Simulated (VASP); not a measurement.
# AlAs (F-43m) in VASP: single point with LDA

Aim: the single point of AlAs with LDA.

All numbers are computed with VASP 6.6.1; they aren't measurements. Logs are shortened: lines on timing, memory, paths and dates and some standing lists are left out, and cuts for length are marked.

**1. The cell of the first run**

Symmetry: F-43m, No. 216, cubic system. Conventional cell: a = 5.661 Å, b = 5.661 Å, c = 5.661 Å, α = 90.00°, β = 90.00°, γ = 90.00°. Al (site symmetry -43m) has 4 As at 2.45 Å within 3.2 Å. As (site symmetry -43m) has 4 Al at 2.45 Å within 3.2 Å.

**2. Single point, LDA**

The input, INCAR:

```
SYSTEM = AlAs
PREC = Accurate
ENCUT = 500
EDIFF = 1E-6
ISMEAR = 0
SIGMA = 0.01
LREAL = .False.
LASPH = .True.
NELM = 120
ALGO = Normal
ISIF = 2
LWAVE = .False.
LCHARG = .False.
NBANDS = 11
GGA_COMPAT = .False.
```

The input, KPOINTS:

```
regular mesh
0
Gamma
  4 4 4
  0 0 0
```

The input, POSCAR:

```
AlAs
1.0
    4.0027900000      0.0000000000      0.0000000000
    2.0013950000      3.4665178260      0.0000000000
    2.0013950000      1.1555059420      3.2682643492
Al As
1 1
Direct
    0.0000000000      0.0000000000      0.0000000000
    0.2500000000      0.2500000000      0.2500000000
```

Potentials or basis: VASP PAW LDA potentials, release 64 (Al, As).

Run with:

```
$ cat potpaw_LDA.64/Al/POTCAR potpaw_LDA.64/As/POTCAR > POTCAR
$ mpirun -np 1 vasp_std > vasp.out
```

OUTCAR:

```text
SYSTEM = AlAs
   PREC = Accurate
   ENCUT = 500
   EDIFF = 1E-6
   ISMEAR = 0
   LREAL = .False.
   LASPH = .True.
   NELM = 120
   ISIF = 2

 ion  position               nearest neighbor table
   1  0.000  0.000  0.000-   2 2.45   2 2.45   2 2.45   2 2.45
   2  0.250  0.250  0.250-   1 2.45   1 2.45   1 2.45   1 2.45

  LATTYP: Found a face centered cubic cell.
 ALAT       =     5.6607999053

  Lattice vectors:

 A1 = (   4.0027900000,   0.0000000000,   0.0000000000)
 A2 = (   2.0013950000,   3.4665178260,   0.0000000000)
 A3 = (   2.0013950000,   1.1555059420,   3.2682643492)

Analysis of symmetry for initial positions (statically):
=====================================================================
 Subroutine PRICEL returns:
 Original cell was already a primitive cell.

 Routine SETGRP: Setting up the symmetry group for a
 face centered cubic supercell.

 Subroutine GETGRP returns: Found 24 space group operations
 (whereof 24 operations were pure point group operations)
 out of a pool of 48 trial point group operations.

The static configuration has the point symmetry T_d .

Analysis of symmetry for dynamics (positions and initial velocities):
=====================================================================
 Subroutine PRICEL returns:
 Original cell was already a primitive cell.

 Routine SETGRP: Setting up the symmetry group for a
 face centered cubic supercell.

 Subroutine GETGRP returns: Found 24 space group operations
 (whereof 24 operations were pure point group operations)
 out of a pool of 48 trial point group operations.

The dynamic configuration has the point symmetry T_d .

 Subroutine INISYM returns: Found 24 space group operations
 (whereof 24 operations are pure point group operations),
 and found     1 'primitive' translations

----------------------------------------------------------------------------------------

                                     Primitive cell

  volume of cell :      45.3496

  direct lattice vectors                    reciprocal lattice vectors
     4.002790000  0.000000000  0.000000000     0.249825747 -0.144236962 -0.101990934
     2.001395000  3.466517826  0.000000000     0.000000000  0.288473924 -0.101990934
     2.001395000  1.155505942  3.268264349     0.000000000  0.000000000  0.305972802

  length of vectors
     4.002790000  4.002790000  4.002790000     0.305972802  0.305972802  0.305972802

  position of ions in fractional coordinates (direct lattice)
     0.000000000  0.000000000  0.000000000
     0.250000000  0.250000000  0.250000000

  ion indices of the primitive-cell ions
   primitive index   ion index
                 1           1
                 2           2

----------------------------------------------------------------------------------------

 KPOINTS: regular mesh

Automatic generation of k-mesh.
 Grid dimensions read from file:
 generate k-points for:    4    4    4

 Generating k-lattice:

  Cartesian coordinates                     Fractional coordinates (reciprocal lattice)
     0.062456437 -0.036059241 -0.025497733     0.250000000  0.000000000  0.000000000
     0.000000000  0.072118481 -0.025497733     0.000000000  0.250000000  0.000000000
     0.000000000  0.000000000  0.076493200     0.000000000  0.000000000  0.250000000

  Length of vectors
     0.076493200  0.076493200  0.076493200

  Shift w.r.t. Gamma in fractional coordinates (k-lattice)
     0.000000000  0.000000000  0.000000000

 Subroutine IBZKPT returns following result:
 ===========================================

 Found      8 irreducible k-points:

 Following reciprocal coordinates:
            Coordinates               Weight
  0.000000  0.000000  0.000000      1.000000
  0.250000 -0.000000  0.000000      8.000000
  0.500000 -0.000000  0.000000      4.000000
  0.250000  0.250000  0.000000      6.000000
  0.500000  0.250000  0.000000     24.000000
 -0.250000  0.250000 -0.000000     12.000000
  0.500000  0.500000  0.000000      3.000000
 -0.250000  0.500000  0.250000      6.000000
   k-points           NKPTS =      8   k-points in BZ     NKDIM =      8   number of bands    NBANDS=     11
   number of dos      NEDOS =    301   number of ions     NIONS =      2
   total plane-waves  NPLWV =  27000
   dimension x,y,z NGX =    30 NGY =   30 NGZ =   30
   dimension x,y,z NGXF=    60 NGYF=   60 NGZF=   60
   ions per type =               1   1
   NGX,Y,Z   is equivalent  to a cutoff of  12.46, 12.46, 12.46 a.u.
   NGXF,Y,Z  is equivalent  to a cutoff of  24.92, 24.92, 24.92 a.u.
 SYSTEM =  AlAs
   PREC   = accura    normal or accurate (medium, high low for compatibility)
   ISTART =      0    job   : 0-new  1-cont  2-samecut
   ICHARG =      2    charge: 1-file 2-atom 10-const
   ISPIN  =      1    spin polarized calculation?
   LNONCOLLINEAR =      F non collinear calculations
   LSORBIT =      F    spin-orbit coupling
   LASPH  =      T    aspherical Exc in radial PAW
   ENCUT  =  500.0 eV  36.75 Ry    6.06 a.u.   7.30  7.30  7.30*2*pi/ulx,y,z
   NELM   =    120;   NELMIN=  2; NELMDL= -5     # of ELM steps
   EDIFF  = 0.1E-05   stopping-criterion for ELM
   LREAL  =      F    real-space projection
   EDIFFG = 0.1E-04   stopping-criterion for IOM
   NSW    =      0    number of steps for IOM
   IBRION =     -1    ionic relax: 0-MD 1-quasi-New 2-CG
   NFREE  =      0    steps in history (QN), initial steepest desc. (CG)
   ISIF   =      2    stress and relaxation
   ISYM   =      2    0-nonsym 1-usesym 2-fastsym
   POTIM  = 0.5000    time-step for ionic-motion
   TEBEG  =    0.0;   TEEND  =   0.0 temperature during run
   PSTRESS=    0.0 pullay stress
   NELECT =       8.0000    total number of electrons
   NUPDOWN=      -1.0000    fix difference up-down
   EMIN   =  10.00;   EMAX   =-10.00  energy-range for DOS
   EFERMI =   0.00;   METHOD = LEGACY
   ISMEAR =     0;   SIGMA  =   0.01  broadening in eV -4-tet -1-fermi 0-gaus
   EFERMI_NEDOS =   21; number of points for ismear=-14 and -15
   IALGO  =     38    algorithm
   IMIX   =      4    mixing-type and parameters
     AMIX     =   0.40;   BMIX     =  1.00
     AMIX_MAG =   1.60;   BMIX_MAG =  1.00
  volume/ion in A,a.u.               =      22.67       153.02
  Fermi-wavevector in a.u.,A,eV,Ry     =   0.918150  1.735052 11.469706  0.843000
  Thomas-Fermi vector in A             =   2.043199
   LORBIT       =      0    0 simple, 1 ext, 2 COOP (PROOUT), +10 PAW based schemes
   GGA     = CA    functional components
   LHFCALC =     F    Hartree Fock is set to
   AEXX    =    0.0000 exact exchange contribution
   IVDW    =     0    specifies the selected vdW correction
   LEPSILON=     F    determine dielectric tensor
   LRPA    =     F    only Hartree local field effects (RPA)
 non-spin polarized calculation
 Gauss-broadening in eV      SIGMA  =   0.01
  energy-cutoff  :      500.00
  volume of cell :       45.35
 maximum number of plane-waves:      1174
 NGX is ok and might be reduce to    30
   NGX = 15   NGY = 15   NGZ = 15

 number of electron       8.0000000 magnetization

 Free energy of the ion-electron system (eV)
  ---------------------------------------------------
  ext. energy  EPLUGINS =         0.00000000
  ---------------------------------------------------
  free energy    TOTEN  =       -10.39025838 eV

  energy without entropy =      -10.39025838  energy(sigma->0) =      -10.39025838

 E-fermi :   3.9106     XC(G=0):  -9.2669

 val. band max:        3.8245016918   @ k =   0.0000   0.0000   0.0000
 cond. band min:       5.1252065714   @ k =   0.5000   0.5000   0.0000
 fundamental gap:      1.3007048797
 Fermi energy:         3.9105562186

 k-point     1 :       0.0000    0.0000    0.0000
  band No.  band energies     occupation
      1      -8.0727      2.00000
      2       3.8245      2.00000
      3       3.8245      2.00000
      4       3.8245      2.00000
      5       5.6918      0.00000
      6       8.0371      0.00000
      7       8.0371      0.00000
      8       8.0371      0.00000
      9      12.4139      0.00000
     10      12.8295      0.00000
     11      12.8295      0.00000

 k-point     2 :       0.2500   -0.0000    0.0000
  band No.  band energies     occupation
      1      -7.4943      2.00000
      2       0.3940      2.00000
      3       3.3418      2.00000
      4       3.3418      2.00000
      5       6.2981      0.00000
      6       8.6597      0.00000
      7       8.6597      0.00000
      8      10.1378      0.00000
      9      12.0772      0.00000
     10      12.0772      0.00000
     11      12.9981      0.00000

 k-point     3 :       0.5000   -0.0000    0.0000
  band No.  band energies     occupation
      1      -6.6487      2.00000
      2      -1.7950      2.00000
      3       2.9949      2.00000
      4       2.9949      2.00000
      5       5.8204      0.00000
      6       8.4270      0.00000
      7       8.4270      0.00000
      8      11.3746      0.00000
      9      14.7908      0.00000
     10      15.2831      0.00000
     11      15.2831      0.00000

 k-point     4 :       0.2500    0.2500    0.0000
  band No.  band energies     occupation
      1      -7.2948      2.00000
      2       0.5676      2.00000
      3       2.4693      2.00000
      4       2.4693      2.00000
      5       6.2885      0.00000
      6       7.4762      0.00000
      7      10.5755      0.00000
      8      10.5755      0.00000
      9      11.1341      0.00000
     10      13.9217      0.00000
     11      15.8312      0.00000

 k-point     5 :       0.5000    0.2500    0.0000
  band No.  band energies     occupation
      1      -6.4184      2.00000
      2      -1.2641      2.00000
      3       1.0580      2.00000
      4       2.1968      2.00000
      5       6.2610      0.00000
      6       8.8886      0.00000
      7      10.0829      0.00000
      8      10.6813      0.00000
      9      13.9975      0.00000
     10      15.1868      0.00000
     11      16.5715      0.00000

 k-point     6 :      -0.2500    0.2500   -0.0000
  band No.  band energies     occupation
      1      -6.7305      2.00000
      2      -0.7652      2.00000
      3       0.9155      2.00000
      4       2.9193      2.00000
      5       7.1073      0.00000
      6       9.4563      0.00000
      7       9.6493      0.00000
      8      10.0278      0.00000
      9      11.4159      0.00000
     10      13.9613      0.00000
     11      16.1567      0.00000

 k-point     7 :       0.5000    0.5000    0.0000
  band No.  band energies     occupation
      1      -6.0985      2.00000
      2      -1.6464      2.00000
      3       1.6351      2.00000
      4       1.6351      2.00000
      5       5.1252      0.00000
      6       5.9913      0.00000
      7      14.0034      0.00000
      8      14.0034      0.00000
      9      15.3891      0.00000
     10      16.3486      0.00000
     11      16.3486      0.00000

 k-point     8 :      -0.2500    0.5000    0.2500
  band No.  band energies     occupation
      1      -6.0659      2.00000
      2      -1.2995      2.00000
      3       0.6061      2.00000
      4       0.9617      2.00000
      5       8.0491      0.00000
      6       9.3729      0.00000
      7       9.4081      0.00000
      8       9.7625      0.00000
      9      14.2867      0.00000
     10      16.0529      0.00000
     11      16.2911      0.00000

------------------------ aborting loop because EDIFF is reached ----------------------------------------

  FORCE on cell =-STRESS in cart. coord.  units (eV):
  Direction    XX          YY          ZZ          XY          YZ          ZX
  --------------------------------------------------------------------------------------
  -------------------------------------------------------------------------------------
  Total       -0.1767145     -0.1767145     -0.1767145     -0.0000000      0.0000000     -0.0000000
  in kB       -6.2432306     -6.2432306     -6.2432306     -0.0000000      0.0000000     -0.0000000
  external PRESSURE =      -6.2432306 kB  Pullay stress =       0.0000000 kB

 VOLUME and BASIS-vectors are now :
 -----------------------------------------------------------------------------
  energy-cutoff  :      500.00
  volume of cell :       45.35
      direct lattice vectors                 reciprocal lattice vectors
     4.002790000  0.000000000  0.000000000     0.249825747 -0.144236962 -0.101990934
     2.001395000  3.466517826  0.000000000     0.000000000  0.288473924 -0.101990934
     2.001395000  1.155505942  3.268264349     0.000000000  0.000000000  0.305972802

 POSITION                                       TOTAL-FORCE (eV/Angst)
 -----------------------------------------------------------------------------------
      0.00000      0.00000      0.00000        -0.000000     -0.000000     -0.000000
      2.00140      1.15551      0.81707         0.000000      0.000000      0.000000
 -----------------------------------------------------------------------------------
    total drift:                               -0.000000     -0.000000     -0.000000

  FREE ENERGIE OF THE ION-ELECTRON SYSTEM (eV)
  ---------------------------------------------------
  free  energy   TOTEN  =       -10.3902583828 eV

  energy  without entropy=      -10.3902583828  energy(sigma->0) =      -10.39025838
```

Run time: 5 s. Hardware: 1 thread of AMD EPYC 7R43 (Zen 3), shared host; peak memory 0.11 GiB.

What came out:

- Free energy: -10.3903 eV
- Pressure: -0.6 GPa
- Band gap on the k mesh: 1.30 eV, indirect (least direct gap 1.87 eV)

Caveat: the k points lie up to 0.48 Å⁻¹ apart.
